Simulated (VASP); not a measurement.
# ZnO (P6_3mc) in VASP: notebook

Runs on ZnO. Level: PBEsol. Tasks: single point.

All numbers are computed with VASP 6.6.1; they aren't measurements. Logs are shortened: lines on timing, memory, paths and dates and some standing lists are left out, and cuts for length are marked.

## 1. The cell of the first run

The structure is hexagonal, space group P6_3mc (No. 186). The conventional cell has a = 3.250 Å, b = 3.250 Å, c = 5.205 Å, α = 90.00°, β = 90.00°, γ = 120.00°. Within 2.6 Å of Zn (site symmetry 3m) lie 4 O at 1.97 to 1.99 Å. O (site symmetry 3m) has 4 Zn at 1.97 to 1.99 Å within 2.6 Å.

## 2. Single point, PBEsol

The input, INCAR:

```
SYSTEM = ZnO
PREC = Accurate ; ENCUT = 520
EDIFF = 1E-7 ; ISMEAR = 0
SIGMA = 0.1 ; LREAL = .False.
LASPH = .True. ; NELM = 100
ALGO = Normal ; ISIF = 2
LWAVE = .False. ; LCHARG = .False.
GGA = PS ; NBANDS = 26
```

The input, KPOINTS:

```
Automatic mesh
0
Gamma
  6 6 4
  0 0 0
```

The input, POSCAR:

```
ZnO
1.0
    3.2500000000      0.0000000000      0.0000000000
   -1.6250000000      2.8145825623      0.0000000000
    0.0000000000      0.0000000000      5.2050000000
Zn O
2 2
Direct
    0.3333333333      0.6666666667      0.0000000000
    0.6666666667      0.3333333333      0.5000000000
    0.3333333333      0.6666666667      0.3820000000
    0.6666666667      0.3333333333      0.8820000000
```

Potentials or basis: VASP PAW PBE potentials, release 64 (Zn, O).

Command:

```
$ cat potpaw_PBE.64/Zn/POTCAR potpaw_PBE.64/O/POTCAR > POTCAR
$ mpirun -np 1 vasp_std > vasp.out
```

OUTCAR:

```text
SYSTEM = ZnO
   PREC = Accurate
   ENCUT = 520
   EDIFF = 1E-7
   ISMEAR = 0
   LREAL = .False.
   LASPH = .True.
   NELM = 100
   ISIF = 2
   GGA = PS

 ion  position               nearest neighbor table
   1  0.333  0.667  0.000-   4 1.97   4 1.97   4 1.97   3 1.99
   2  0.667  0.333  0.500-   3 1.97   3 1.97   3 1.97   4 1.99
   3  0.333  0.667  0.382-   2 1.97   2 1.97   2 1.97   1 1.99
   4  0.667  0.333  0.882-   1 1.97   1 1.97   1 1.97   2 1.99

  LATTYP: Found a hexagonal cell.
 ALAT       =     3.2500000000
 C/A-ratio  =     1.6015384615

  Lattice vectors:

 A1 = (   3.2500000000,   0.0000000000,   0.0000000000)
 A2 = (  -1.6250000000,   2.8145825623,   0.0000000000)
 A3 = (   0.0000000000,   0.0000000000,   5.2050000000)

Analysis of symmetry for initial positions (statically):
=====================================================================
 Subroutine PRICEL returns:
 Original cell was already a primitive cell.

 Routine SETGRP: Setting up the symmetry group for a
 hexagonal supercell.

 Subroutine GETGRP returns: Found 12 space group operations
 (whereof  6 operations were pure point group operations)
 out of a pool of 24 trial point group operations.

The static configuration has the point symmetry C_3v.
 The point group associated with its full space group is C_6v.

Analysis of symmetry for dynamics (positions and initial velocities):
=====================================================================
 Subroutine PRICEL returns:
 Original cell was already a primitive cell.

 Routine SETGRP: Setting up the symmetry group for a
 hexagonal supercell.

 Subroutine GETGRP returns: Found 12 space group operations
 (whereof  6 operations were pure point group operations)
 out of a pool of 24 trial point group operations.

The dynamic configuration has the point symmetry C_3v.
 The point group associated with its full space group is C_6v.

 Subroutine INISYM returns: Found 12 space group operations
 (whereof  6 operations are pure point group operations),
 and found     1 'primitive' translations

----------------------------------------------------------------------------------------

                                     Primitive cell

  volume of cell :      47.6122

  direct lattice vectors                    reciprocal lattice vectors
     3.250000000  0.000000000  0.000000000     0.307692308  0.177646237  0.000000000
    -1.625000000  2.814582562  0.000000000     0.000000000  0.355292473  0.000000000
     0.000000000  0.000000000  5.205000000     0.000000000  0.000000000  0.192122959

  length of vectors
     3.250000000  3.250000000  5.205000000     0.355292473  0.355292473  0.192122959

  position of ions in fractional coordinates (direct lattice)
     0.333333333  0.666666667  0.000000000
     0.666666667  0.333333333  0.500000000
     0.333333333  0.666666667  0.382000000
     0.666666667  0.333333333  0.882000000

  ion indices of the primitive-cell ions
   primitive index   ion index
                 1           1
                 2           2
                 3           3
                 4           4

----------------------------------------------------------------------------------------

 KPOINTS: Automatic mesh

Automatic generation of k-mesh.
 Grid dimensions read from file:
 generate k-points for:    6    6    4

 Generating k-lattice:

  Cartesian coordinates                     Fractional coordinates (reciprocal lattice)
     0.051282051  0.029607706  0.000000000     0.166666667  0.000000000  0.000000000
     0.000000000  0.059215412  0.000000000     0.000000000  0.166666667  0.000000000
     0.000000000  0.000000000  0.048030740     0.000000000  0.000000000  0.250000000

  Length of vectors
     0.059215412  0.059215412  0.048030740

  Shift w.r.t. Gamma in fractional coordinates (k-lattice)
     0.000000000  0.000000000  0.000000000

 Subroutine IBZKPT returns following result:
 ===========================================

 Found     21 irreducible k-points:

 Following reciprocal coordinates:
            Coordinates               Weight
  0.000000  0.000000  0.000000      1.000000
  0.166667  0.000000  0.000000      6.000000
  0.333333  0.000000  0.000000      6.000000
  0.500000  0.000000  0.000000      3.000000
  0.166667  0.166667  0.000000      6.000000
  0.333333  0.166667  0.000000     12.000000
[... 13 lines left out ...]
  0.333333  0.166667  0.500000     12.000000
  0.333333  0.333333  0.500000      2.000000
   k-points           NKPTS =     21   k-points in BZ     NKDIM =     21   number of bands    NBANDS=     26
   number of dos      NEDOS =    301   number of ions     NIONS =      4
   total plane-waves  NPLWV =  23040
   dimension x,y,z NGX =    24 NGY =   24 NGZ =   40
   dimension x,y,z NGXF=    48 NGYF=   48 NGZF=   80
   ions per type =               2   2
   NGX,Y,Z   is equivalent  to a cutoff of  12.28, 12.28, 12.78 a.u.
   NGXF,Y,Z  is equivalent  to a cutoff of  24.55, 24.55, 25.55 a.u.
 SYSTEM =  ZnO
   PREC   = accura    normal or accurate (medium, high low for compatibility)
   ISTART =      0    job   : 0-new  1-cont  2-samecut
   ICHARG =      2    charge: 1-file 2-atom 10-const
   ISPIN  =      1    spin polarized calculation?
   LNONCOLLINEAR =      F non collinear calculations
   LSORBIT =      F    spin-orbit coupling
   LASPH  =      T    aspherical Exc in radial PAW
   ENCUT  =  520.0 eV  38.22 Ry    6.18 a.u.   6.04  6.04  9.68*2*pi/ulx,y,z
   NELM   =    100;   NELMIN=  2; NELMDL= -5     # of ELM steps
   EDIFF  = 0.1E-06   stopping-criterion for ELM
   LREAL  =      F    real-space projection
   EDIFFG = 0.1E-05   stopping-criterion for IOM
   NSW    =      0    number of steps for IOM
   IBRION =     -1    ionic relax: 0-MD 1-quasi-New 2-CG
   NFREE  =      0    steps in history (QN), initial steepest desc. (CG)
   ISIF   =      2    stress and relaxation
   ISYM   =      2    0-nonsym 1-usesym 2-fastsym
   POTIM  = 0.5000    time-step for ionic-motion
   TEBEG  =    0.0;   TEEND  =   0.0 temperature during run
   PSTRESS=    0.0 pullay stress
   NELECT =      36.0000    total number of electrons
   NUPDOWN=      -1.0000    fix difference up-down
   EMIN   =  10.00;   EMAX   =-10.00  energy-range for DOS
   EFERMI =   0.00;   METHOD = LEGACY
   ISMEAR =     0;   SIGMA  =   0.10  broadening in eV -4-tet -1-fermi 0-gaus
   EFERMI_NEDOS =   21; number of points for ismear=-14 and -15
   IALGO  =     38    algorithm
   IMIX   =      4    mixing-type and parameters
     AMIX     =   0.40;   BMIX     =  1.00
     AMIX_MAG =   1.60;   BMIX_MAG =  1.00
  volume/ion in A,a.u.               =      11.90        80.33
  Fermi-wavevector in a.u.,A,eV,Ry     =   1.491430  2.818395 30.264315  2.224364
  Thomas-Fermi vector in A             =   2.604086
   LORBIT       =      0    0 simple, 1 ext, 2 COOP (PROOUT), +10 PAW based schemes
   GGA     = PS    functional components
   LHFCALC =     F    Hartree Fock is set to
   AEXX    =    0.0000 exact exchange contribution
   IVDW    =     0    specifies the selected vdW correction
   LEPSILON=     F    determine dielectric tensor
   LRPA    =     F    only Hartree local field effects (RPA)
 non-spin polarized calculation
 Gauss-broadening in eV      SIGMA  =   0.10
  energy-cutoff  :      520.00
  volume of cell :       47.61
 maximum number of plane-waves:      1302
   NGX = 13   NGY = 13   NGZ = 19

 number of electron      36.0000017 magnetization

 Free energy of the ion-electron system (eV)
  ---------------------------------------------------
  ext. energy  EPLUGINS =         0.00000000
  ---------------------------------------------------
  free energy    TOTEN  =       -19.40838969 eV

  energy without entropy =      -19.40838968  energy(sigma->0) =      -19.40838968

 E-fermi :   1.3964     XC(G=0): -11.1831

 val. band max:        1.0497964475   @ k =   0.0000   0.0000   0.0000
 cond. band min:       1.7332995647   @ k =   0.0000   0.0000   0.0000
 fundamental gap:      0.6835031172
 Fermi energy:         1.3964491088

 k-point     1 :       0.0000    0.0000    0.0000
  band No.  band energies     occupation
      1     -16.9898      2.00000
      2     -16.2408      2.00000
      3      -4.6729      2.00000
      4      -4.6729      2.00000
      5      -4.6365      2.00000
      6      -4.5865      2.00000
[... 18 lines left out ...]
     25      15.0343      0.00000
     26      15.0343      0.00000

 k-point     2 :       0.1667    0.0000    0.0000
  band No.  band energies     occupation
      1     -16.8402      2.00000
      2     -16.1776      2.00000
      3      -4.8329      2.00000
      4      -4.5876      2.00000
      5      -4.5532      2.00000
      6      -4.4850      2.00000
[... 18 lines left out ...]
     25      14.9813      0.00000
     26      15.2588      0.00000

 k-point     3 :       0.3333    0.0000    0.0000
  band No.  band energies     occupation
      1     -16.5026      2.00000
      2     -16.0727      2.00000
      3      -4.9982      2.00000
      4      -4.6365      2.00000
      5      -4.4471      2.00000
      6      -4.2477      2.00000
[... 18 lines left out ...]
     25      14.3592      0.00000
     26      15.0078      0.00000

 k-point     4 :       0.5000    0.0000    0.0000
  band No.  band energies     occupation
      1     -16.2874      2.00000
      2     -16.0577      2.00000
      3      -4.9123      2.00000
      4      -4.7501      2.00000
      5      -4.3999      2.00000
      6      -4.0452      2.00000
[... 18 lines left out ...]
     25      14.1659      0.00000
     26      15.1520      0.00000
[... 409 lines left out ...]
      1     -16.3425      2.00000
      2     -16.3425      2.00000
      3      -5.0310      2.00000
      4      -5.0310      2.00000
      5      -4.4489      2.00000
      6      -4.4489      2.00000
[... 18 lines left out ...]
     25      14.3667      0.00000
     26      14.3667      0.00000

 k-point    20 :       0.3333    0.1667    0.5000
  band No.  band energies     occupation
      1     -16.1650      2.00000
      2     -16.1650      2.00000
      3      -4.9731      2.00000
      4      -4.9731      2.00000
      5      -4.3172      2.00000
      6      -4.3172      2.00000
[... 18 lines left out ...]
     25      15.1115      0.00000
     26      15.1115      0.00000

 k-point    21 :       0.3333    0.3333    0.5000
  band No.  band energies     occupation
      1     -16.1068      2.00000
      2     -16.1068      2.00000
      3      -4.7162      2.00000
      4      -4.7162      2.00000
      5      -4.4603      2.00000
      6      -4.4603      2.00000
[... 18 lines left out ...]
     25      16.5947      0.00000
     26      16.5947      0.00000

------------------------ aborting loop because EDIFF is reached ----------------------------------------

  FORCE on cell =-STRESS in cart. coord.  units (eV):
  Direction    XX          YY          ZZ          XY          YZ          ZX
  --------------------------------------------------------------------------------------
  -------------------------------------------------------------------------------------
  Total       -0.2040908     -0.2040908     -0.0892557      0.0000000      0.0000000      0.0000000
  in kB       -6.8677745     -6.8677745     -3.0035055      0.0000000      0.0000000      0.0000000
  external PRESSURE =      -5.5796848 kB  Pullay stress =       0.0000000 kB

 VOLUME and BASIS-vectors are now :
 -----------------------------------------------------------------------------
  energy-cutoff  :      520.00
  volume of cell :       47.61
      direct lattice vectors                 reciprocal lattice vectors
     3.250000000  0.000000000  0.000000000     0.307692308  0.177646237  0.000000000
    -1.625000000  2.814582562  0.000000000     0.000000000  0.355292473  0.000000000
     0.000000000  0.000000000  5.205000000     0.000000000  0.000000000  0.192122959

 POSITION                                       TOTAL-FORCE (eV/Angst)
 -----------------------------------------------------------------------------------
     -0.00000      1.87639      0.00000         0.000000      0.000000      0.032390
      1.62500      0.93819      2.60250        -0.000000     -0.000000      0.032390
     -0.00000      1.87639      1.98831         0.000000     -0.000000     -0.032390
      1.62500      0.93819      4.59081        -0.000000      0.000000     -0.032390
 -----------------------------------------------------------------------------------
    total drift:                               -0.000000     -0.000000     -0.000671

  FREE ENERGIE OF THE ION-ELECTRON SYSTEM (eV)
  ---------------------------------------------------
  free  energy   TOTEN  =       -19.4083896890 eV

  energy  without entropy=      -19.4083896796  energy(sigma->0) =      -19.40838968
```

It took 29 s on 1 thread of Intel Xeon Platinum 8488C (Sapphire Rapids), shared host; peak memory 0.16 GiB.

What came out:

| Item | Value |
| --- | --- |
| Free energy | -19.4084 eV |
| Pressure | -0.6 GPa |
| Largest force | 0.032 eV/Å |
| Band gap on the k mesh | 0.68 eV |

Forces on the atoms (eV/Å):
```
Zn   0.000  0.000  0.032
Zn   0.000  0.000  0.032
O    0.000  0.000 -0.032
O    0.000  0.000 -0.032
```

Levels at points of the mesh, in eV from the valence-band top:
```csv
k point,band 15,band 16,band 17,band 18,band 19,band 20,band 21,band 22
"(0.00, 0.00, 0.00)",-0.79,-0.09,0.00,0.00,0.68,5.08,8.13,12.70
"(0.50, 0.00, 0.00)",-2.84,-2.30,-1.29,-0.87,5.68,6.70,7.49,8.40
"(0.00, 0.00, 0.50)",-0.39,-0.39,-0.39,-0.39,3.37,3.37,9.95,9.95
"(0.50, 0.00, 0.50)",-1.54,-1.54,-1.36,-1.36,5.58,5.58,8.34,8.34
```

Caveat: the PAW data sets were made with another functional, which shifts forces and pressure a little.

## 3. Single point, PBEsol

This run uses another cell than the first one, of 11.79 Å³/atom.

The input, INCAR:

```
PREC = Accurate
ENCUT = 520
EDIFF = 1E-6
ISMEAR = 0
SIGMA = 0.02
LREAL = F
LASPH = T
NELM = 80
ALGO = Normal
ISIF = 2
LWAVE = F
LCHARG = T
GGA = PS
LELF = T
LVHAR = T
NBANDS = 26
```

The input, KPOINTS:

```
regular mesh
0
Gamma
  15 15 8
```

The input, POSCAR:

```
ZnO
1.0
    3.2308811898      0.0000000000      0.0000000000
   -1.6154405949      2.7980251869      0.0000000000
    0.0000000000      0.0000000000      5.2157897621
Zn O
2 2
Direct
    0.3333333333      0.6666666667      0.0015360846
    0.6666666667      0.3333333333      0.5015360846
    0.3333333333      0.6666666667      0.3804639154
    0.6666666667      0.3333333333      0.8804639154
```

Potentials or basis: VASP PAW PBE potentials, release 64 (Zn, O).

Command:

```
$ cat potpaw_PBE.64/Zn/POTCAR potpaw_PBE.64/O/POTCAR > POTCAR
$ mpirun -np 1 vasp_std > vasp.out
```

Run time: 2 min. Hardware: 1 thread of Intel Xeon Platinum 8488C (Sapphire Rapids), shared host; peak memory 0.25 GiB.

It converged, with:

```yaml
Free_energy: -19.4110 eV
Pressure: 0.6 GPa
Band_gap_on_the_k_mesh: 0.69 eV
```

Levels at points of the mesh, in eV from the valence-band top:
```tsv
k point	band 16	band 17	band 18	band 19	band 20	band 21
(0.00, 0.00, 0.00)	-0.09	0.00	0.00	0.69	5.15	8.10
(0.00, 0.00, 0.50)	-0.40	-0.40	-0.40	3.38	3.38	9.95
```

Caveat: the PAW data sets were made with another functional, which shifts forces and pressure a little; an odd mesh through Γ misses points on the zone boundary, where band edges can lie.
